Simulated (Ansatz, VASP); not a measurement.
MgO: VASP beside Ansatz

```xyz
2
Lattice="0.0000 2.1351 2.1351 2.1351 0.0000 2.1351 2.1351 2.1351 0.0000" Properties=species:S:1:pos:R:3 pbc="T T T"
Mg    0.0000    0.0000    0.0000
O     2.1528    2.1528    2.1351
```

Change from the starting cell: all O atoms moved +0.025 Å, as atom 2 along Cartesian [1 1 0].

Alike in both runs: task single point; functional PBE; k mesh 10 × 10 × 10; occupations gaussian, width 0.05 eV; no spin polarisation.

|  | VASP | Ansatz |
| --- | --- | --- |
| version | VASP 6.6.1 | Ansatz 0.2.0 |
| potentials or method | VASP PAW PBE potentials, release 64 (Mg_sv, O), cutoff 840 eV | scalar-relativistic, plane waves, PAW |
| valence electrons in the cell | 16 | 16 |

|  | VASP | Ansatz | Ansatz less VASP |
| --- | --- | --- | --- |
| gap on the k mesh at the Fermi level (eV) | 4.35 | 4.35 | +0.002 |
| least direct gap on the mesh (eV) | 4.35 | 4.35 | +0.002 |
| pressure (GPa) | -1.6 | -1.6 | -0.02 |
| traceless stress, the component that is largest in VASP (GPa) | -0.06 | -0.06 | +0.001 |
| rms of the force components (eV/Å) | 0.066 | 0.064 | -0.0015 |

Atom by atom the forces differ by 0.001 eV/Å (rms over components). With one functional, cell and mesh, what is left measures potentials, basis and numerics.
